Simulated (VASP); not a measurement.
# Rh (Fm-3m) in VASP: notebook

Rh is run at these levels: r2SCAN; tasks: relaxation of cell and atoms.

All numbers are computed with VASP 6.6.1; they aren't measurements. Logs are shortened: lines on timing, memory, paths and dates and some standing lists are left out, and cuts for length are marked.

### Step 1. The cell of the first run

Symmetry: Fm-3m, No. 225, cubic system. The conventional cell has a = 3.796 Å, b = 3.796 Å, c = 3.796 Å, α = 90.00°, β = 90.00°, γ = 90.00°. Rh (site symmetry m-3m) has 12 Rh at 2.68 Å within 3.5 Å.

### Step 2. Relaxation of cell and atoms, r2SCAN

File POSCAR:

```
Rh
1.0
    0.0000000000      1.8978500000      1.8978500000
    1.8978500000      0.0000000000      1.8978500000
    1.8978500000      1.8978500000      0.0000000000
Rh
1
Direct
    0.0000000000      0.0000000000      0.0000000000
```

File INCAR.step1:

```
SYSTEM = Rh
PREC     = Accurate       ! precision mode
ENCUT    = 600            ! plane-wave cutoff, eV
ISMEAR   = -1             ! smearing method
SIGMA    = 0.05           ! smearing width, eV
LREAL    = .FALSE.        ! projectors in reciprocal space
LASPH    = .TRUE.         ! aspherical terms in the spheres
NELM     = 100            ! most SCF steps
GGA      = PE             ! functional
ALGO     = Normal         ! electronic algorithm
EDIFF    = 1E-4           ! SCF threshold, eV
LWAVE    = .TRUE.         ! write WAVECAR
LCHARG   = .FALSE.        ! write CHGCAR
```

File INCAR.step2:

```
SYSTEM = Rh
PREC     = Accurate       ! precision mode
ENCUT    = 600            ! plane-wave cutoff, eV
EDIFF    = 1E-7           ! SCF threshold, eV
ISMEAR   = -1             ! smearing method
SIGMA    = 0.05           ! smearing width, eV
LREAL    = .FALSE.        ! projectors in reciprocal space
LASPH    = .TRUE.         ! aspherical terms in the spheres
NELM     = 100            ! most SCF steps
ALGO     = Normal         ! electronic algorithm
ISIF     = 3              ! what is computed and relaxed
LWAVE    = .FALSE.        ! write WAVECAR
LCHARG   = .FALSE.        ! write CHGCAR
METAGGA  = R2SCAN         ! meta-GGA
LMIXTAU  = .TRUE.       
IBRION   = 2              ! ionic algorithm
NSW      = 60             ! ionic steps
EDIFFG   = -0.01          ! ionic threshold
ISTART   = 1
```

File KPOINTS:

```
Automatic mesh
0
G
  12 12 12
  0 0 0
```

Potentials or basis: VASP PAW PBE potentials, release 64 (Rh_pv).

Run with:

```bash
$ cat potpaw_PBE.64/Rh_pv/POTCAR > POTCAR
$ cp INCAR.step1 INCAR
$ mpirun -np 1 vasp_std > vasp.out
$ cp INCAR.step2 INCAR
$ mpirun -np 1 vasp_std > vasp.out
```

OUTCAR:

```text
SYSTEM = Rh
   PREC = Accurate
   ENCUT = 600
   EDIFF = 1E-7
   ISMEAR = -1
   LREAL = .FALSE.
   LASPH = .TRUE.
   NELM = 100
   ISIF = 3
   METAGGA = R2SCAN
   IBRION = 2
   NSW = 60
   EDIFFG = -0.01
   ISTART = 1

 ion  position               nearest neighbor table
   1  0.000  0.000  0.000-

  LATTYP: Found a face centered cubic cell.
 ALAT       =     3.7957000000

  Lattice vectors:

 A1 = (   0.0000000000,   1.8978500000,   1.8978500000)
 A2 = (   1.8978500000,   0.0000000000,   1.8978500000)
 A3 = (   1.8978500000,   1.8978500000,   0.0000000000)

Analysis of symmetry for initial positions (statically):
=====================================================================
 Subroutine PRICEL returns:
 Original cell was already a primitive cell.

 Routine SETGRP: Setting up the symmetry group for a
 face centered cubic supercell.

 Subroutine GETGRP returns: Found 48 space group operations
 (whereof 48 operations were pure point group operations)
 out of a pool of 48 trial point group operations.

The static configuration has the point symmetry O_h .

Analysis of symmetry for dynamics (positions and initial velocities):
=====================================================================
 Subroutine PRICEL returns:
 Original cell was already a primitive cell.

 Routine SETGRP: Setting up the symmetry group for a
 face centered cubic supercell.

 Subroutine GETGRP returns: Found 48 space group operations
 (whereof 48 operations were pure point group operations)
 out of a pool of 48 trial point group operations.

The dynamic configuration has the point symmetry O_h .

 Subroutine INISYM returns: Found 48 space group operations
 (whereof 48 operations are pure point group operations),
 and found     1 'primitive' translations

----------------------------------------------------------------------------------------

                                     Primitive cell

  volume of cell :      13.6715

  direct lattice vectors                    reciprocal lattice vectors
     0.000000000  1.897850000  1.897850000    -0.263456016  0.263456016  0.263456016
     1.897850000  0.000000000  1.897850000     0.263456016 -0.263456016  0.263456016
     1.897850000  1.897850000  0.000000000     0.263456016  0.263456016 -0.263456016

  length of vectors
     2.683965209  2.683965209  2.683965209     0.456319205  0.456319205  0.456319205

  position of ions in fractional coordinates (direct lattice)
     0.000000000  0.000000000  0.000000000

  ion indices of the primitive-cell ions
   primitive index   ion index
                 1           1

----------------------------------------------------------------------------------------

 KPOINTS: Automatic mesh

Automatic generation of k-mesh.
 Grid dimensions read from file:
 generate k-points for:   12   12   12

 Generating k-lattice:

  Cartesian coordinates                     Fractional coordinates (reciprocal lattice)
    -0.021954668  0.021954668  0.021954668     0.083333333  0.000000000  0.000000000
     0.021954668 -0.021954668  0.021954668     0.000000000  0.083333333  0.000000000
     0.021954668  0.021954668 -0.021954668     0.000000000  0.000000000  0.083333333

  Length of vectors
     0.038026600  0.038026600  0.038026600

  Shift w.r.t. Gamma in fractional coordinates (k-lattice)
     0.000000000  0.000000000  0.000000000

 Subroutine IBZKPT returns following result:
 ===========================================

 Found     72 irreducible k-points:

 Following reciprocal coordinates:
            Coordinates               Weight
  0.000000  0.000000  0.000000      1.000000
  0.083333  0.000000  0.000000      8.000000
  0.166667  0.000000  0.000000      8.000000
  0.250000  0.000000  0.000000      8.000000
  0.333333  0.000000  0.000000      8.000000
  0.416667  0.000000  0.000000      8.000000
[... 16 lines left out ...]
  0.500000  0.166667  0.000000     24.000000
 -0.416667  0.166667  0.000000     24.000000
 [... further k-points ...]
   k-points           NKPTS =     72   k-points in BZ     NKDIM =     72   number of bands    NBANDS=     11
   number of dos      NEDOS =    301   number of ions     NIONS =      1
   total plane-waves  NPLWV =  13824
   dimension x,y,z NGX =    24 NGY =   24 NGZ =   24
   dimension x,y,z NGXF=    48 NGYF=   48 NGZF=   48
   ions per type =               1
   NGX,Y,Z   is equivalent  to a cutoff of  14.87, 14.87, 14.87 a.u.
   NGXF,Y,Z  is equivalent  to a cutoff of  29.73, 29.73, 29.73 a.u.
 SYSTEM =  Rh
   PREC   = accura    normal or accurate (medium, high low for compatibility)
   ISTART =      1    job   : 0-new  1-cont  2-samecut
   ICHARG =      0    charge: 1-file 2-atom 10-const
   ISPIN  =      1    spin polarized calculation?
   LNONCOLLINEAR =      F non collinear calculations
   LSORBIT =      F    spin-orbit coupling
   LASPH  =      T    aspherical Exc in radial PAW
   ENCUT  =  600.0 eV  44.10 Ry    6.64 a.u.   5.36  5.36  5.36*2*pi/ulx,y,z
   NELM   =    100;   NELMIN=  2; NELMDL=  0     # of ELM steps
   EDIFF  = 0.1E-06   stopping-criterion for ELM
   LREAL  =      F    real-space projection
   EDIFFG = -.1E-01   stopping-criterion for IOM
   NSW    =     60    number of steps for IOM
   IBRION =      2    ionic relax: 0-MD 1-quasi-New 2-CG
   NFREE  =      1    steps in history (QN), initial steepest desc. (CG)
   ISIF   =      3    stress and relaxation
   ISYM   =      2    0-nonsym 1-usesym 2-fastsym
   POTIM  = 0.5000    time-step for ionic-motion
   TEBEG  =    0.0;   TEEND  =   0.0 temperature during run
   PSTRESS=    0.0 pullay stress
   NELECT =      15.0000    total number of electrons
   NUPDOWN=      -1.0000    fix difference up-down
   EMIN   =  10.00;   EMAX   =-10.00  energy-range for DOS
   EFERMI =   0.00;   METHOD = LEGACY
   ISMEAR =    -1;   SIGMA  =   0.05  broadening in eV -4-tet -1-fermi 0-gaus
   EFERMI_NEDOS =   21; number of points for ismear=-14 and -15
   IALGO  =     38    algorithm
   IMIX   =      4    mixing-type and parameters
     AMIX     =   0.40;   BMIX     =  1.00
     AMIX_MAG =   1.60;   BMIX_MAG =  1.00
  volume/ion in A,a.u.               =      13.67        92.26
  Fermi-wavevector in a.u.,A,eV,Ry     =   1.688496  3.190795 38.790465  2.851019
  Thomas-Fermi vector in A             =   2.770792
   LORBIT       =      0    0 simple, 1 ext, 2 COOP (PROOUT), +10 PAW based schemes
   METAGGA = R2SCAN    functional components
   LHFCALC =     F    Hartree Fock is set to
   AEXX    =    0.0000 exact exchange contribution
   IVDW    =     0    specifies the selected vdW correction
   LEPSILON=     F    determine dielectric tensor
   LRPA    =     F    only Hartree local field effects (RPA)
 conjugate gradient relaxation of ions
 non-spin polarized calculation
  energy-cutoff  :      600.00
  volume of cell :       13.67
 maximum number of plane-waves:       471
 NGX is ok and might be reduce to    24
   NGX = 11   NGY = 11   NGZ = 11

--------------------------------------- Ionic step        1  -------------------------------------------

 number of electron      15.0000002 magnetization

 Free energy of the ion-electron system (eV)
  ---------------------------------------------------
  ext. energy  EPLUGINS =         0.00000000
  ---------------------------------------------------
  free energy    TOTEN  =       -24.14130416 eV

  energy without entropy =      -24.13300710  energy(sigma->0) =      -24.13715563

------------------------ aborting loop because EDIFF is reached ----------------------------------------

  FORCE on cell =-STRESS in cart. coord.  units (eV):
  Direction    XX          YY          ZZ          XY          YZ          ZX
  --------------------------------------------------------------------------------------
  -------------------------------------------------------------------------------------
  Total        0.1669994      0.1669994      0.1669994      0.0000000      0.0000000      0.0000000
  in kB       19.5708571     19.5708571     19.5708571      0.0000000      0.0000000      0.0000000
  external PRESSURE =      19.5708571 kB  Pullay stress =       0.0000000 kB
[... 55 lines left out ...]
  energy  without entropy=      -24.1294611097  energy(sigma->0) =      -24.13386209

--------------------------------------- Ionic step        3  -------------------------------------------

 number of electron      15.0000002 magnetization

 Free energy of the ion-electron system (eV)
  ---------------------------------------------------
  ext. energy  EPLUGINS =         0.00000000
  ---------------------------------------------------
  free energy    TOTEN  =       -24.14185665 eV

  energy without entropy =      -24.13342503  energy(sigma->0) =      -24.13764084

 E-fermi :  11.7204     XC(G=0): -15.2043

 val. band max:       11.6605957566   @ k =  -0.3333   0.3333   0.0000
 cond. band min:      11.7312374413   @ k =   0.3333   0.1667   0.0000
 fundamental gap:      0.0706416847
 Fermi energy:        11.7203878173

 k-point     1 :       0.0000    0.0000    0.0000
  band No.  band energies     occupation
      1     -36.0943      2.00000
      2     -36.0943      2.00000
      3     -36.0943      2.00000
      4       3.5359      2.00000
      5       8.5332      2.00000
      6       8.5332      2.00000
      7       8.5332      2.00000
      8      10.6290      2.00000
      9      10.6290      2.00000
     10      28.4312      0.00000
     11      29.0539      0.00000
[... 309 lines left out ...]
 k-point    24 :      -0.4167    0.1667    0.0000
  band No.  band energies     occupation
      1     -36.8054      2.00000
      2     -36.3451      2.00000
      3     -36.2314      2.00000
      4       6.1378      2.00000
      5       7.8236      2.00000
      6       9.1141      2.00000
      7       9.6151      2.00000
      8      11.9689      0.01380
      9      16.0672      0.00000
     10      20.8885      0.00000
     11      28.4978      0.00000

 [... further k-points ...]

------------------------ aborting loop because EDIFF is reached ----------------------------------------

  FORCE on cell =-STRESS in cart. coord.  units (eV):
  Direction    XX          YY          ZZ          XY          YZ          ZX
  --------------------------------------------------------------------------------------
  -------------------------------------------------------------------------------------
  Total       -0.0001162     -0.0001162     -0.0001162      0.0000000     -0.0000000      0.0000000
  in kB       -0.0135252     -0.0135252     -0.0135252      0.0000000     -0.0000000      0.0000000
  external PRESSURE =      -0.0135252 kB  Pullay stress =       0.0000000 kB
[... 16 lines left out ...]
  FREE ENERGIE OF THE ION-ELECTRON SYSTEM (eV)
  ---------------------------------------------------
  free  energy   TOTEN  =       -24.1418566470 eV

  energy  without entropy=      -24.1334250316  energy(sigma->0) =      -24.13764084

 reached required accuracy - stopping structural energy minimisation
```

Run time: 3 min. Hardware: 1 thread of Intel Xeon 8259CL, shared host; peak memory 0.16 GiB.

What came out:

```
Free energy                           : -24.1419 eV
Relaxed volume                        : 13.76 Å³/atom
Relaxed cell                          : a = 2.690 Å, b = 2.690 Å, c = 2.690 Å, α = 60.00°, β = 60.00°, γ = 60.00°
Space group after relaxing (to 0.1 Å) : Fm-3m (No. 225)
Energy gained by relaxing             : 0.6 meV/atom
Ionic steps                           : 3
Pressure after relaxing               : 0.0 GPa
Band gap on the k mesh                : zero (an odd number of electrons rules out a gap without spin polarisation)
```

The path:
```tsv
step	energy change (eV)	largest force (eV/Å)	pressure (GPa)	volume (Å³)
1	0.0000	0.0000	1.96	13.67
2	0.0030	0.0000	-4.68	14.00
3	-0.0006	0.0000	0.00	13.76
```

Final structure:
```xyz
1
Lattice="0.0000 1.9021 1.9021 1.9021 0.0000 1.9021 1.9021 1.9021 0.0000" Properties=species:S:1:pos:R:3 pbc="T T T"
Rh    0.0000    0.0000    0.0000
```

Caveat: the PAW data sets were made with another functional, which shifts forces and pressure a little.

### Step 3. Relaxation of cell and atoms, r2SCAN, target pressure 2 GPa, at which the enthalpy is minimised

POSCAR is that of step 2.

File INCAR.step1:

```
SYSTEM = Rh
PREC = Accurate
ENCUT = 600
ISMEAR = -1
SIGMA = 0.05
LREAL = .False.
LASPH = .True.
NELM = 100
GGA = PE
ALGO = Normal
EDIFF = 1E-4
LWAVE = .True.
LCHARG = .False.
```

File INCAR.step2:

```
SYSTEM = Rh
PREC = Accurate
ENCUT = 600
EDIFF = 1E-7
ISMEAR = -1
SIGMA = 0.05
LREAL = .False.
LASPH = .True.
NELM = 100
ALGO = Normal
ISIF = 3
LWAVE = .False.
LCHARG = .False.
METAGGA = R2SCAN
LMIXTAU = .True.
IBRION = 2
NSW = 60
EDIFFG = -0.01
PSTRESS = 20.0
ISTART = 1
```

File KPOINTS:

```
Automatic mesh
0
Gamma
  12 12 12
  0 0 0
```

Potentials or basis: VASP PAW PBE potentials, release 64 (Rh_pv).

Run with:

```bash
$ cat potpaw_PBE.64/Rh_pv/POTCAR > POTCAR
$ cp INCAR.step1 INCAR
$ mpirun -np 1 vasp_std > vasp.out
$ cp INCAR.step2 INCAR
$ mpirun -np 1 vasp_std > vasp.out
```

Wall time 88 s (1 thread of Intel Xeon 8259CL, shared host); peak memory 0.15 GiB.

The run converged. Its results:

```yaml
Free_energy: -24.1413 eV
Pressure_after_relaxing: 2.0 GPa
Band_gap_on_the_k_mesh: zero (an odd number of electrons rules out a gap without spin polarisation)
```

Final structure:
```
Rh
1.0
     0.00000    1.89785    1.89785
     1.89785    0.00000    1.89785
     1.89785    1.89785    0.00000
Rh
1
Direct
  0.00000 0.00000 0.00000
```

Levels at points of the mesh, in eV from the Fermi level:
```tsv
k point	band 3	band 4	band 5	band 6	band 7	band 8	band 9	band 10	band 11
(0.00, 0.00, 0.00)	-47.83	-8.24	-3.22	-3.22	-3.22	-1.10	-1.10	16.71	17.32
(0.50, 0.00, 0.00)	-47.94	-6.40	-3.34	-3.34	0.57	0.57	0.88	9.13	16.26
(0.50, 0.50, 0.00)	-48.12	-6.62	-6.25	0.50	1.03	1.03	3.48	12.93	14.03
```

Caveat: the relaxation stopped at its first step, so nothing moved; the cell is relaxed towards a set pressure, so the run minimises the enthalpy, not the energy; the PAW data sets were made with another functional, which shifts forces and pressure a little.

[end of part 1 of 2]
